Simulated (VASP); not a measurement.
# Ga2O3 (R-3c) in VASP: notebook

Ga2O3 is run at these levels: PBE, r2SCAN; tasks: single point.

Program: VASP 6.6.1. These are calculated values, not measurements. Logs are shortened: lines on timing, memory, paths and dates and some standing lists are left out, and cuts for length are marked.

## (1) The cell of the first run

The structure is trigonal, space group R-3c (No. 167). Conventional cell: a = 5.108 Å, b = 5.108 Å, c = 13.758 Å, α = 90.00°, β = 90.00°, γ = 120.00°. Within 2.6 Å of Ga (site symmetry 3) lie 6 O at 1.97 to 2.13 Å. O (site symmetry 2) has 4 Ga at 1.97 to 2.13 Å and 12 O at 2.68 to 3.09 Å within 3.1 Å.

## (2) Single point, PBE (10.36 Å³/atom)

INCAR reads:

```
SYSTEM = Ga2O3
PREC = Accurate
ENCUT = 520
EDIFF = 1E-6
ISMEAR = 0
SIGMA = 0.01
LREAL = .FALSE.
LASPH = .TRUE.
NELM = 80
ALGO = Normal
ISIF = 2
LWAVE = .FALSE.
LCHARG = .FALSE.
GGA = PE
NBANDS = 55
```

KPOINTS reads:

```
regular mesh
0
G
  6 6 6
  0 0 0
```

POSCAR reads:

```
Ga2O3
1.0
    2.5539251064      1.4745093477      4.5859723341
   -2.5539251064      1.4745093477      4.5859723341
    0.0000000000     -2.9490186953      4.5859723341
Ga O
4 6
Direct
    0.8558408843      0.8558408843      0.8558408843
    0.3558408843      0.3558408843      0.3558408843
    0.1441591157      0.1441591157      0.1441591157
    0.6441591157      0.6441591157      0.6441591157
    0.4468690112      0.0531309888      0.7500000000
    0.0531309888      0.7500000000      0.4468690112
    0.5531309888      0.9468690112      0.2500000000
    0.2500000000      0.5531309888      0.9468690112
    0.9468690112      0.2500000000      0.5531309888
    0.7500000000      0.4468690112      0.0531309888
```

Potentials or basis: VASP PAW PBE potentials, release 64 (Ga_d, O).

Command:

```
cat potpaw_PBE.64/Ga_d/POTCAR potpaw_PBE.64/O/POTCAR > POTCAR
mpirun -np 1 vasp_std > vasp.out
```

OUTCAR:

```text
SYSTEM = Ga2O3
   PREC = Accurate
   ENCUT = 520
   EDIFF = 1E-6
   ISMEAR = 0
   LREAL = .FALSE.
   LASPH = .TRUE.
   NELM = 80
   ISIF = 2
   GGA = PE

 ion  position               nearest neighbor table
   1  0.856  0.856  0.856-   7 1.97   8 1.97   9 1.97   6 2.13   5 2.13  10 2.13   4 2.91
   2  0.356  0.356  0.356-   5 1.97   6 1.97  10 1.97   8 2.13   7 2.13   9 2.13   3 2.91
   3  0.144  0.144  0.144-   5 1.97  10 1.97   6 1.97   9 2.13   7 2.13   8 2.13   2 2.91
   4  0.644  0.644  0.644-   7 1.97   9 1.97   8 1.97  10 2.13   5 2.13   6 2.13   1 2.91
   5  0.447  0.053  0.750-   2 1.97   3 1.97   1 2.13   4 2.13
   6  0.053  0.750  0.447-   2 1.97   3 1.97   1 2.13   4 2.13
   7  0.553  0.947  0.250-   1 1.97   4 1.97   3 2.13   2 2.13
   8  0.250  0.553  0.947-   1 1.97   4 1.97   2 2.13   3 2.13
   9  0.947  0.250  0.553-   4 1.97   1 1.97   3 2.13   2 2.13
  10  0.750  0.447  0.053-   3 1.97   2 1.97   4 2.13   1 2.13

  LATTYP: Found a trigonal (rhomboedric) cell.
 ALAT       =     5.4523255144
 COS(alpha) =     0.5611836929

  Lattice vectors:

 A1 = (   2.5539251064,   1.4745093477,   4.5859723341)
 A2 = (  -2.5539251064,   1.4745093477,   4.5859723341)
 A3 = (   0.0000000000,  -2.9490186953,   4.5859723341)

Analysis of symmetry for initial positions (statically):
=====================================================================
 Subroutine PRICEL returns:
 Original cell was already a primitive cell.

 Routine SETGRP: Setting up the symmetry group for a
 trigonal (rhombohedral) supercell.

 Subroutine GETGRP returns: Found 12 space group operations
 (whereof  6 operations were pure point group operations)
 out of a pool of 12 trial point group operations.

The static configuration has the point symmetry S_6 .
 The point group associated with its full space group is D_3d.

Analysis of symmetry for dynamics (positions and initial velocities):
=====================================================================
 Subroutine PRICEL returns:
 Original cell was already a primitive cell.

 Routine SETGRP: Setting up the symmetry group for a
 trigonal (rhombohedral) supercell.

 Subroutine GETGRP returns: Found 12 space group operations
 (whereof  6 operations were pure point group operations)
 out of a pool of 12 trial point group operations.

The dynamic configuration has the point symmetry S_6 .
 The point group associated with its full space group is D_3d.

 Subroutine INISYM returns: Found 12 space group operations
 (whereof  6 operations are pure point group operations),
 and found     1 'primitive' translations

----------------------------------------------------------------------------------------

                                     Primitive cell

  volume of cell :     103.6188

  direct lattice vectors                    reciprocal lattice vectors
     2.553925106  1.474509348  4.585972334     0.195777080  0.113031950  0.072685422
    -2.553925106  1.474509348  4.585972334    -0.195777080  0.113031950  0.072685422
     0.000000000 -2.949018695  4.585972334     0.000000000 -0.226063900  0.072685422

  length of vectors
     5.452325514  5.452325514  5.452325514     0.237461696  0.237461696  0.237461696

  position of ions in fractional coordinates (direct lattice)
     0.855840884  0.855840884  0.855840884
     0.355840884  0.355840884  0.355840884
     0.144159116  0.144159116  0.144159116
     0.644159116  0.644159116  0.644159116
     0.446869011  0.053130989  0.750000000
     0.053130989  0.750000000  0.446869011
     0.553130989  0.946869011  0.250000000
     0.250000000  0.553130989  0.946869011
     0.946869011  0.250000000  0.553130989
     0.750000000  0.446869011  0.053130989

  ion indices of the primitive-cell ions
   primitive index   ion index
                 1           1
                 2           2
                 3           3
                 4           4
                 5           5
                 6           6
                 7           7
                 8           8
                 9           9
                10          10

----------------------------------------------------------------------------------------

 KPOINTS: regular mesh

Automatic generation of k-mesh.
 Grid dimensions read from file:
 generate k-points for:    6    6    6

 Generating k-lattice:

  Cartesian coordinates                     Fractional coordinates (reciprocal lattice)
     0.032629513  0.018838658  0.012114237     0.166666667 -0.000000000 -0.000000000
    -0.032629513  0.018838658  0.012114237    -0.000000000  0.166666667 -0.000000000
     0.000000000 -0.037677317  0.012114237    -0.000000000 -0.000000000  0.166666667

  Length of vectors
     0.039576949  0.039576949  0.039576949

  Shift w.r.t. Gamma in fractional coordinates (k-lattice)
     0.000000000  0.000000000  0.000000000

 Subroutine IBZKPT returns following result:
 ===========================================

 Found     32 irreducible k-points:

 Following reciprocal coordinates:
            Coordinates               Weight
  0.000000  0.000000  0.000000      1.000000
  0.166667 -0.000000  0.000000      6.000000
  0.333333  0.000000 -0.000000      6.000000
  0.500000  0.000000  0.000000      3.000000
  0.166667  0.166667  0.000000      6.000000
  0.333333  0.166667 -0.000000     12.000000
[... 16 lines left out ...]
  0.500000  0.500000  0.166667      6.000000
 -0.333333  0.500000  0.166667     12.000000
 [... further k-points ...]
   k-points           NKPTS =     32   k-points in BZ     NKDIM =     32   number of bands    NBANDS=     55
   number of dos      NEDOS =    301   number of ions     NIONS =     10
   total plane-waves  NPLWV =  74088
   dimension x,y,z NGX =    42 NGY =   42 NGZ =   42
   dimension x,y,z NGXF=    84 NGYF=   84 NGZF=   84
   ions per type =               4   6
   NGX,Y,Z   is equivalent  to a cutoff of  12.81, 12.81, 12.81 a.u.
   NGXF,Y,Z  is equivalent  to a cutoff of  25.61, 25.61, 25.61 a.u.
 SYSTEM =  Ga2O3
   PREC   = accura    normal or accurate (medium, high low for compatibility)
   ISTART =      0    job   : 0-new  1-cont  2-samecut
   ICHARG =      2    charge: 1-file 2-atom 10-const
   ISPIN  =      1    spin polarized calculation?
   LNONCOLLINEAR =      F non collinear calculations
   LSORBIT =      F    spin-orbit coupling
   LASPH  =      T    aspherical Exc in radial PAW
   ENCUT  =  520.0 eV  38.22 Ry    6.18 a.u.  10.14 10.14 10.14*2*pi/ulx,y,z
   NELM   =     80;   NELMIN=  2; NELMDL= -5     # of ELM steps
   EDIFF  = 0.1E-05   stopping-criterion for ELM
   LREAL  =      F    real-space projection
   EDIFFG = 0.1E-04   stopping-criterion for IOM
   NSW    =      0    number of steps for IOM
   IBRION =     -1    ionic relax: 0-MD 1-quasi-New 2-CG
   NFREE  =      0    steps in history (QN), initial steepest desc. (CG)
   ISIF   =      2    stress and relaxation
   ISYM   =      2    0-nonsym 1-usesym 2-fastsym
   POTIM  = 0.5000    time-step for ionic-motion
   TEBEG  =    0.0;   TEEND  =   0.0 temperature during run
   PSTRESS=    0.0 pullay stress
   NELECT =      88.0000    total number of electrons
   NUPDOWN=      -1.0000    fix difference up-down
   EMIN   =  10.00;   EMAX   =-10.00  energy-range for DOS
   EFERMI =   0.00;   METHOD = LEGACY
   ISMEAR =     0;   SIGMA  =   0.01  broadening in eV -4-tet -1-fermi 0-gaus
   EFERMI_NEDOS =   21; number of points for ismear=-14 and -15
   IALGO  =     38    algorithm
   IMIX   =      4    mixing-type and parameters
     AMIX     =   0.40;   BMIX     =  1.00
     AMIX_MAG =   1.60;   BMIX_MAG =  1.00
  volume/ion in A,a.u.               =      10.36        69.93
  Fermi-wavevector in a.u.,A,eV,Ry     =   1.550326  2.929691 32.701734  2.403510
  Thomas-Fermi vector in A             =   2.655005
   LORBIT       =      0    0 simple, 1 ext, 2 COOP (PROOUT), +10 PAW based schemes
   GGA     = PE    functional components
   LHFCALC =     F    Hartree Fock is set to
   AEXX    =    0.0000 exact exchange contribution
   IVDW    =     0    specifies the selected vdW correction
   LEPSILON=     F    determine dielectric tensor
   LRPA    =     F    only Hartree local field effects (RPA)
 non-spin polarized calculation
 Gauss-broadening in eV      SIGMA  =   0.01
  energy-cutoff  :      520.00
  volume of cell :      103.62
 maximum number of plane-waves:      2811
 NGX is ok and might be reduce to    42
   NGX = 21   NGY = 21   NGZ = 21

 number of electron      88.0000002 magnetization

 Free energy of the ion-electron system (eV)
  ---------------------------------------------------
  ext. energy  EPLUGINS =         0.00000000
  ---------------------------------------------------
  free energy    TOTEN  =       -59.36049474 eV

  energy without entropy =      -59.36049474  energy(sigma->0) =      -59.36049474

 E-fermi :   3.8510     XC(G=0): -11.7980

 val. band max:        3.8039413506   @ k =  -0.1667   0.1667   0.0000
 cond. band min:       5.8961295182   @ k =   0.0000   0.0000   0.0000
 fundamental gap:      2.0921881676
 Fermi energy:         3.8510218394

 k-point     1 :       0.0000    0.0000    0.0000
  band No.  band energies     occupation
      1     -14.6596      2.00000
      2     -12.9066      2.00000
      3     -12.9066      2.00000
      4     -12.8805      2.00000
      5     -12.8663      2.00000
      6     -12.8663      2.00000
[... 47 lines left out ...]
     54      14.4890      0.00000
     55      15.4878      0.00000

 k-point     2 :       0.1667   -0.0000    0.0000
  band No.  band energies     occupation
      1     -14.5472      2.00000
      2     -13.0194      2.00000
      3     -12.9175      2.00000
      4     -12.9127      2.00000
      5     -12.8753      2.00000
      6     -12.8538      2.00000
[... 47 lines left out ...]
     54      15.0761      0.00000
     55      15.3187      0.00000
[... 1216 lines left out ...]
     54      15.4904      0.00000
     55      15.5616      0.00000

 k-point    24 :      -0.3333    0.5000    0.1667
  band No.  band energies     occupation
      1     -13.7475      2.00000
      2     -13.4741      2.00000
      3     -13.2006      2.00000
      4     -13.0956      2.00000
      5     -12.8994      2.00000
      6     -12.8643      2.00000
[... 47 lines left out ...]
     54      15.3317      0.00000
     55      15.8578      0.00000

 [... further k-points ...]
[... 5 lines left out ...]
  --------------------------------------------------------------------------------------
  -------------------------------------------------------------------------------------
  Total       -3.1103102     -3.1103102     -2.7401687      0.0000000     -0.0000000      0.0000000
  in kB      -48.0923417    -48.0923417    -42.3691273      0.0000000     -0.0000000      0.0000000
  external PRESSURE =     -46.1846036 kB  Pullay stress =       0.0000000 kB

 VOLUME and BASIS-vectors are now :
 -----------------------------------------------------------------------------
  energy-cutoff  :      520.00
  volume of cell :      103.62
      direct lattice vectors                 reciprocal lattice vectors
     2.553925106  1.474509348  4.585972334     0.195777080  0.113031950  0.072685422
    -2.553925106  1.474509348  4.585972334    -0.195777080  0.113031950  0.072685422
     0.000000000 -2.949018695  4.585972334     0.000000000 -0.226063900  0.072685422

 POSITION                                       TOTAL-FORCE (eV/Angst)
 -----------------------------------------------------------------------------------
      0.00000      0.00000     11.77459         0.000000      0.000000      0.007697
      0.00000      0.00000      4.89563         0.000000      0.000000      0.007697
      0.00000      0.00000      1.98333         0.000000     -0.000000     -0.007697
      0.00000      0.00000      8.86229         0.000000     -0.000000     -0.007697
      1.00558     -1.47451      5.73247         0.004975      0.000000      0.000000
     -1.77975     -0.13360      5.73247        -0.002487     -0.004308     -0.000000
     -1.00558      1.47451      8.02545        -0.004975      0.000000     -0.000000
     -0.77417     -1.60811      8.02545         0.002487     -0.004308     -0.000000
      1.77975      0.13360      8.02545         0.002487      0.004308     -0.000000
      0.77417      1.60811      5.73247        -0.002487      0.004308     -0.000000
 -----------------------------------------------------------------------------------
    total drift:                               -0.000000     -0.000000     -0.000000

  FREE ENERGIE OF THE ION-ELECTRON SYSTEM (eV)
  ---------------------------------------------------
  free  energy   TOTEN  =       -59.3604947390 eV

  energy  without entropy=      -59.3604947390  energy(sigma->0) =      -59.36049474
```

It took 7.5 min on 1 thread of Intel Xeon 8259CL, shared host; peak memory 0.32 GiB.

What came out:

| Property | Result |
| --- | --- |
| Free energy | -59.3605 eV |
| Pressure | -4.6 GPa |
| Largest force | 0.008 eV/Å |
| Band gap on the k mesh | 2.09 eV (least direct gap 2.31 eV) |

Forces in eV/Å, atoms in the order of the input:
```
Ga   0.000  0.000  0.008
Ga   0.000  0.000  0.008
Ga   0.000  0.000 -0.008
Ga   0.000  0.000 -0.008
O    0.005  0.000  0.000
O   -0.002 -0.004  0.000
O   -0.005  0.000  0.000
O    0.002 -0.004  0.000
O    0.002  0.004  0.000
O   -0.002  0.004  0.000
```

Caveat: the cell stands under tension. A k mesh can miss the band edges.

## (3) Single point, PBE (10.66 Å³/atom)

This run uses another cell than the first one, of 10.66 Å³/atom.

INCAR reads:

```
SYSTEM = Ga2O3
PREC = Accurate
ENCUT = 520
EDIFF = 1E-7
ISMEAR = 0
SIGMA = 0.01
LREAL = .False.
LASPH = .True.
NELM = 60
ALGO = Normal
ISIF = 2
LWAVE = .False.
LCHARG = .False.
GGA = PE
NBANDS = 55
```

KPOINTS reads:

```
regular mesh
0
Gamma
  6 6 6
  0 0 0
```

POSCAR, as its differences from that of step 2:

```diff
@@ -2,5 +2,5 @@
 1.0
-    2.5539251064      1.4745093477      4.5859723341
-   -2.5539251064      1.4745093477      4.5859723341
-    0.0000000000     -2.9490186953      4.5859723341
+    2.5784835851      1.4886881920      4.6300709272
+   -2.5784835851      1.4886881920      4.6300709272
+    0.0000000000     -2.9773763839      4.6300709272
 Ga O
```

Potentials or basis: VASP PAW PBE potentials, release 64 (Ga_d, O).

Command:

```
cat potpaw_PBE.64/Ga_d/POTCAR potpaw_PBE.64/O/POTCAR > POTCAR
mpirun -np 1 vasp_std > vasp.out
```

Run time: 8.3 min. Hardware: 1 thread of Intel Xeon 8259CL, shared host; peak memory 0.33 GiB.

The run converged. Its results:

* Free energy: -59.2304 eV
* Pressure: -9.4 GPa
* Largest force: 0.009 eV/Å
* Band gap on the k mesh: 1.81 eV (least direct gap 2.02 eV)

Forces on the atoms (eV/Å):
```
Ga   0.000  0.000  0.005
Ga   0.000  0.000  0.005
Ga   0.000  0.000 -0.005
Ga   0.000  0.000 -0.005
O    0.009  0.000  0.000
O   -0.004 -0.007  0.000
O   -0.009  0.000  0.000
O    0.004 -0.007  0.000
O    0.004  0.007  0.000
O   -0.004  0.007  0.000
```

Stress tensor (GPa, compression positive):
```
-9.82  0.00  0.00
 0.00 -9.82  0.00
 0.00  0.00 -8.66
```

Levels at points of the mesh, in eV from the valence-band top:
```
           k point  band 40  band 41  band 42  band 43  band 44  band 45  band 46  band 47  band 48  band 49
(0.00, 0.00, 0.00)    -0.32    -0.32    -0.29    -0.21    -0.21     1.81     5.77     6.15     7.92     9.21
(0.50, 0.00, 0.00)    -1.11    -0.85    -0.85    -0.14    -0.14     5.44     5.44     5.85     5.85     9.24
(0.50, 0.50, 0.00)    -0.91    -0.77    -0.68    -0.26    -0.15     5.52     5.77     6.63     6.69     8.06
(0.50, 0.50, 0.50)    -1.33    -0.28    -0.28    -0.28    -0.28     4.92     4.92     6.91     6.91     8.81
```

Caveat: the cell stands under tension. A k mesh can miss the band edges.

## (4) Single point, r2SCAN (9.06 Å³/atom)

This run uses another cell than the first one, of 9.06 Å³/atom.

POSCAR reads:

```
Ga2O3
1.0
    2.4413830256      1.4095331470      4.3891766369
   -2.4413830256      1.4095331470      4.3891766369
    0.0000000000     -2.8190662940      4.3891766369
Ga O
4 6
Direct
    0.8554260895      0.8554260895      0.8554260895
    0.3554260895      0.3554260895      0.3554260895
    0.1445739105      0.1445739105      0.1445739105
    0.6445739105      0.6445739105      0.6445739105
    0.4463666996      0.0536333004      0.7500000000
    0.0536333004      0.7500000000      0.4463666996
    0.5536333004      0.9463666996      0.2500000000
    0.2500000000      0.5536333004      0.9463666996
    0.9463666996      0.2500000000      0.5536333004
    0.7500000000      0.4463666996      0.0536333004
```

INCAR.step1 reads:

```
SYSTEM = Ga2O3
ALGO     = Normal         ! electronic algorithm
EDIFF    = 1E-4           ! SCF threshold, eV
ENCUT    = 520            ! plane-wave cutoff, eV
GGA      = PE             ! functional
ISMEAR   = 0              ! smearing method
LASPH    = .True.         ! aspherical terms in the spheres
LCHARG   = .False.        ! write CHGCAR
LREAL    = .False.        ! projectors in reciprocal space
LWAVE    = .True.         ! write WAVECAR
NBANDS   = 55             ! bands
NELM     = 80             ! most SCF steps
PREC     = Accurate       ! precision mode
SIGMA    = 0.01           ! smearing width, eV
```

INCAR.step2 reads:

```
SYSTEM = Ga2O3
ALGO     = Normal         ! electronic algorithm
EDIFF    = 1E-7           ! SCF threshold, eV
ENCUT    = 520            ! plane-wave cutoff, eV
ISIF     = 2              ! what is computed and relaxed
ISMEAR   = 0              ! smearing method
ISTART   = 1            
LASPH    = .True.         ! aspherical terms in the spheres
LCHARG   = .False.        ! write CHGCAR
LMIXTAU  = .True.       
LREAL    = .False.        ! projectors in reciprocal space
LWAVE    = .False.        ! write WAVECAR
METAGGA  = R2SCAN         ! meta-GGA
NBANDS   = 55             ! bands
NELM     = 80             ! most SCF steps
PREC     = Accurate       ! precision mode
SIGMA    = 0.01           ! smearing width, eV
```

KPOINTS reads:

```
k-points
0
Gamma
  6 6 6
  0 0 0
```

Command:

```
cat potpaw_PBE.64/Ga_d/POTCAR potpaw_PBE.64/O/POTCAR > POTCAR
cp INCAR.step1 INCAR
mpirun -np 1 vasp_std > vasp.out
cp INCAR.step2 INCAR
mpirun -np 1 vasp_std > vasp.out
```

Run time: 20 min. Hardware: 1 thread of Intel Xeon 8259CL, shared host; peak memory 0.32 GiB.

It converged, with:

- Free energy: -101.9566 eV
- Pressure: 19.1 GPa
- Largest force: 0.061 eV/Å
- Band gap on the k mesh: 4.26 eV (least direct gap 4.54 eV)

Forces on the atoms (eV/Å):
```
Ga   0.000  0.000 -0.061
Ga   0.000  0.000 -0.061
Ga   0.000  0.000  0.061
Ga   0.000  0.000  0.061
O    0.044  0.000  0.000
O   -0.022 -0.038  0.000
O   -0.044  0.000  0.000
O    0.022 -0.038  0.000
O    0.022  0.038  0.000
O   -0.022  0.038  0.000
```

Stress tensor (GPa, compression positive):
```
20.01  0.00  0.00
 0.00 20.01  0.00
 0.00  0.00 17.42
```

Levels at points of the mesh, in eV from the valence-band top:
| k point | band 41 | band 42 | band 43 | band 44 | band 45 | band 46 | band 47 | band 48 |
| --- | --- | --- | --- | --- | --- | --- | --- | --- |
| (0.00, 0.00, 0.00) | -0.30 | -0.30 | -0.29 | -0.29 | 4.26 | 8.10 | 8.15 | 10.40 |
| (0.50, 0.00, 0.00) | -1.10 | -1.10 | -0.17 | -0.17 | 7.90 | 7.90 | 8.17 | 8.17 |
| (0.50, 0.50, 0.00) | -0.92 | -0.70 | -0.24 | -0.14 | 8.12 | 8.25 | 9.02 | 9.35 |
| (0.50, 0.50, 0.50) | -0.31 | -0.31 | -0.31 | -0.31 | 7.31 | 7.31 | 9.34 | 9.34 |

Caveat: the cell stands under pressure; the PAW data sets were made with another functional, which shifts forces and pressure a little. A k mesh can miss the band edges.

## (5) Overview

```csv
level,cell,gap on the mesh (eV),pressure (GPa),largest force (eV/Å)
PBE,"a = 5.452 Å, angles 55.9°, 10 atoms, atomic positions A",2.09,-4.6,0.01
PBE,"a = 5.505 Å, angles 55.9°, 10 atoms, atomic positions A",1.81,-9.4,0.01
r2SCAN,"a = 5.217 Å, angles 55.8°, 10 atoms, atomic positions B",4.26,19.1,0.06
```

Alike in all rows: task single point; potentials or basis VASP PAW PBE potentials, release 64 (Ga_d, O); no spin polarisation; k mesh 6 × 6 × 6; cutoff (eV) 520; smearing gaussian 0.01 eV.

Caveats: the cell stands under tension (at least some runs); the cell stands under pressure (at least some runs); the PAW data sets were made with another functional, which shifts forces and pressure a little (at least some runs).

Total energies depend on the potentials used, so only differences within one code and one set of settings carry meaning.
